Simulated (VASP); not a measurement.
# Fe in VASP: settings compared

Fe is run at these levels: PBE, revPBE+D3(BJ), PBEsol+D4, PBE+D3(BJ); tasks: single point, relaxation of cell and atoms.

Program: VASP 6.6.1. These are calculated values, not measurements. Logs are shortened: lines on timing, memory, paths and dates and some standing lists are left out, and cuts for length are marked.

## 1. The cell of the first run

Symmetry: Im-3m, No. 229, cubic system. Conventional cell: a = 2.886 Å, b = 2.886 Å, c = 2.886 Å, α = 90.00°, β = 90.00°, γ = 90.00°. Within 3.3 Å of Fe (site symmetry m-3m) lie 14 Fe at 2.50 to 2.89 Å.

## 2. Single point, PBE, collinear spin, ferromagnetic start

Input file INCAR:

```
SYSTEM = Fe
  PREC = Accurate
  ENCUT = 520
  EDIFF = 1E-6
  ISMEAR = 0
  SIGMA = 0.014
  LREAL = .FALSE.
  LASPH = .TRUE.
  NELM = 150
  ALGO = Normal
  ISIF = 2
  LWAVE = .FALSE.
  LCHARG = .FALSE.
  ISPIN = 2
  MAGMOM = 3
  LORBIT = 11
  LMAXMIX = 4
  GGA = PE
  NBANDS = 14
```

Input file KPOINTS:

```
Automatic mesh
0
G
  13 13 13
  0 0 0
```

Input file POSCAR:

```
Fe
1.0
   -1.4430000000      1.4430000000      1.4430000000
    1.4430000000     -1.4430000000      1.4430000000
    1.4430000000      1.4430000000     -1.4430000000
Fe
1
Direct
    0.0000000000      0.0000000000      0.0000000000
```

Potentials or basis: VASP PAW PBE potentials, release 64 (Fe).

Launch:

```sh
> cat potpaw_PBE.64/Fe/POTCAR > POTCAR
> mpirun -np 1 vasp_std > vasp.out
```

OUTCAR:

```text
SYSTEM = Fe
   PREC = Accurate
   ENCUT = 520
   EDIFF = 1E-6
   ISMEAR = 0
   LREAL = .FALSE.
   LASPH = .TRUE.
   NELM = 150
   ISIF = 2
   ISPIN = 2
   LORBIT = 11
   GGA = PE

 ion  position               nearest neighbor table
   1  0.000  0.000  0.000-

  LATTYP: Found a body centered cubic cell.
 ALAT       =     2.8860000000

  Lattice vectors:

 A1 = (  -1.4430000000,   1.4430000000,   1.4430000000)
 A2 = (   1.4430000000,  -1.4430000000,   1.4430000000)
 A3 = (   1.4430000000,   1.4430000000,  -1.4430000000)

Analysis of symmetry for initial positions (statically):
=====================================================================
 Subroutine PRICEL returns:
 Original cell was already a primitive cell.

 Routine SETGRP: Setting up the symmetry group for a
 body centered cubic supercell.

 Subroutine GETGRP returns: Found 48 space group operations
 (whereof 48 operations were pure point group operations)
 out of a pool of 48 trial point group operations.

The static configuration has the point symmetry O_h .

Analysis of symmetry for dynamics (positions and initial velocities):
=====================================================================
 Subroutine PRICEL returns:
 Original cell was already a primitive cell.

 Routine SETGRP: Setting up the symmetry group for a
 body centered cubic supercell.

 Subroutine GETGRP returns: Found 48 space group operations
 (whereof 48 operations were pure point group operations)
 out of a pool of 48 trial point group operations.

The dynamic configuration has the point symmetry O_h .

Analysis of structural, dynamic, and magnetic symmetry:
=====================================================================
 Subroutine PRICEL returns:
 Original cell was already a primitive cell.

 Routine SETGRP: Setting up the symmetry group for a
 body centered cubic supercell.

 Subroutine GETGRP returns: Found 48 space group operations
 (whereof 48 operations were pure point group operations)
 out of a pool of 48 trial point group operations.

The overall configuration has the point symmetry O_h .

 Subroutine INISYM returns: Found 48 space group operations
 (whereof 48 operations are pure point group operations),
 and found     1 'primitive' translations

----------------------------------------------------------------------------------------

                                     Primitive cell

  volume of cell :      12.0187

  direct lattice vectors                    reciprocal lattice vectors
    -1.443000000  1.443000000  1.443000000     0.000000000  0.346500347  0.346500347
     1.443000000 -1.443000000  1.443000000     0.346500347  0.000000000  0.346500347
[... 126 lines left out ...]
  ---------------------------------------------------
  free energy    TOTEN  =        -8.21615758 eV

  energy without entropy =       -8.21598525  energy(sigma->0) =       -8.21607142

 E-fermi :   5.2126     XC(G=0): -12.8000

 val. band max:        5.2113235447   @ k =  -0.4615  -0.4615   0.3077
 cond. band min:       5.2193914091   @ k =  -0.4615   0.4615   0.4615
 fundamental gap:      0.0080678644
 Fermi energy:         5.2126434057

 spin component 1

 k-point     1 :       0.0000    0.0000    0.0000
  band No.  band energies     occupation
      1      -2.8351      1.00000
      2       3.0354      1.00000
      3       3.0354      1.00000
      4       3.0354      1.00000
      5       4.1472      1.00000
      6       4.1472      1.00000
      7      29.7450      0.00000
      8      29.7450      0.00000
      9      29.7450      0.00000
     10      34.4773      0.00000
     11      34.4773      0.00000
     12      36.4544      0.00000
     13      36.4544      0.00000
     14      36.4546      0.00000
[... 379 lines left out ...]
      3       2.6575      1.00000
      4       4.1063      1.00000
      5       4.2420      1.00000
      6       5.2925      0.00000
      7      18.1218      0.00000
      8      22.1775      0.00000
      9      23.7803      0.00000
     10      31.3104      0.00000
     11      34.9987      0.00000
     12      37.2944      0.00000
     13      39.1235      0.00000
     14      42.3680      0.00000

 [... further k-points ...]

 spin component 2

 k-point     1 :       0.0000    0.0000    0.0000
  band No.  band energies     occupation
      1      -2.6939      1.00000
      2       5.0548      1.00000
      3       5.0549      1.00000
      4       5.0549      1.00000
      5       6.9706      0.00000
      6       6.9707      0.00000
      7      29.4435      0.00000
      8      29.4435      0.00000
      9      29.4435      0.00000
     10      34.6180      0.00000
     11      34.6180      0.00000
     12      37.1160      0.00000
     13      37.1160      0.00000
     14      37.1172      0.00000
[... 379 lines left out ...]
      3       4.3264      1.00000
      4       6.7864      0.00000
      5       7.0850      0.00000
      6       7.3617      0.00000
      7      18.8595      0.00000
      8      22.5376      0.00000
      9      24.4793      0.00000
     10      31.3045      0.00000
     11      35.5519      0.00000
     12      37.5186      0.00000
     13      39.4022      0.00000
     14      42.8440      0.00000

 [... further k-points ...]

------------------------ aborting loop because EDIFF is reached ----------------------------------------

  FORCE on cell =-STRESS in cart. coord.  units (eV):
  Direction    XX          YY          ZZ          XY          YZ          ZX
  --------------------------------------------------------------------------------------
  -------------------------------------------------------------------------------------
  Total       -0.6995525     -0.6995525     -0.6995525     -0.0000000     -0.0000000      0.0000000
  in kB      -93.2549588    -93.2549588    -93.2549588     -0.0000000     -0.0000000      0.0000000
  external PRESSURE =     -93.2549588 kB  Pullay stress =       0.0000000 kB

 VOLUME and BASIS-vectors are now :
 -----------------------------------------------------------------------------
  energy-cutoff  :      520.00
  volume of cell :       12.02
      direct lattice vectors                 reciprocal lattice vectors
    -1.443000000  1.443000000  1.443000000     0.000000000  0.346500347  0.346500347
     1.443000000 -1.443000000  1.443000000     0.346500347  0.000000000  0.346500347
     1.443000000  1.443000000 -1.443000000     0.346500347  0.346500347  0.000000000

 POSITION                                       TOTAL-FORCE (eV/Angst)
 -----------------------------------------------------------------------------------
      0.00000      0.00000      0.00000         0.000000      0.000000      0.000000
 -----------------------------------------------------------------------------------
    total drift:                                0.000000      0.000000      0.000000

  FREE ENERGIE OF THE ION-ELECTRON SYSTEM (eV)
  ---------------------------------------------------
  free  energy   TOTEN  =        -8.2161575799 eV

  energy  without entropy=       -8.2159852540  energy(sigma->0) =       -8.21607142

 total charge

# of ion       s       p       d       tot
------------------------------------------
    1        0.464   0.494   6.199   7.156

 magnetization (x)

# of ion       s       p       d       tot
------------------------------------------
    1       -0.014  -0.060   2.367   2.293
```

OSZICAR:

```text
N       E                     dE             d eps       ncg     rms          rms(c)
DAV:   1     0.216479545885E+02    0.21648E+02   -0.38267E+03  5140   0.678E+02
DAV:   2    -0.822434509790E+01   -0.29872E+02   -0.27284E+02  5136   0.126E+02
DAV:   3    -0.912376948542E+01   -0.89942E+00   -0.89468E+00  5698   0.232E+01
DAV:   4    -0.912684072173E+01   -0.30712E-02   -0.30710E-02  5430   0.121E+00
DAV:   5    -0.912685577503E+01   -0.15053E-04   -0.15054E-04  5786   0.894E-02    0.109E+01
DAV:   6    -0.832026858771E+01    0.80659E+00   -0.11080E+01  5832   0.377E+01    0.627E+00
DAV:   7    -0.822888446295E+01    0.91384E-01   -0.86410E-01  5796   0.100E+01    0.340E+00
DAV:   8    -0.822282946646E+01    0.60550E-02   -0.10400E-02  5596   0.585E-01    0.137E+00
DAV:   9    -0.821629736698E+01    0.65321E-02   -0.12927E-02  6172   0.616E-01    0.355E-01
DAV:  10    -0.821609120722E+01    0.20616E-03   -0.47796E-04  5802   0.275E-01    0.102E-01
DAV:  11    -0.821616014503E+01   -0.68938E-04   -0.27437E-04  5996   0.140E-01    0.464E-02
DAV:  12    -0.821615751113E+01    0.26339E-05   -0.97414E-06  5280   0.215E-02    0.179E-02
DAV:  13    -0.821615757990E+01   -0.68775E-07   -0.10405E-06  3360   0.920E-03
   1 F= -.82161576E+01 E0= -.82160714E+01  d E =-.172326E-03  mag=     2.2817
```

Run time: 60 s. Hardware: 1 thread of Intel Xeon 8259CL, shared host; peak memory 0.14 GiB.

What came out:

| Property | Result |
| --- | --- |
| Free energy | -8.2162 eV |
| Pressure | -9.3 GPa |
| Net moment | 2.28 μB per cell |
| Site moments | Fe +2.29 μB |
| Valence electrons inside the program's atomic spheres | Fe 7.16 |

Caveat: the cell stands under tension.

(Continued in part 2 of 3.)
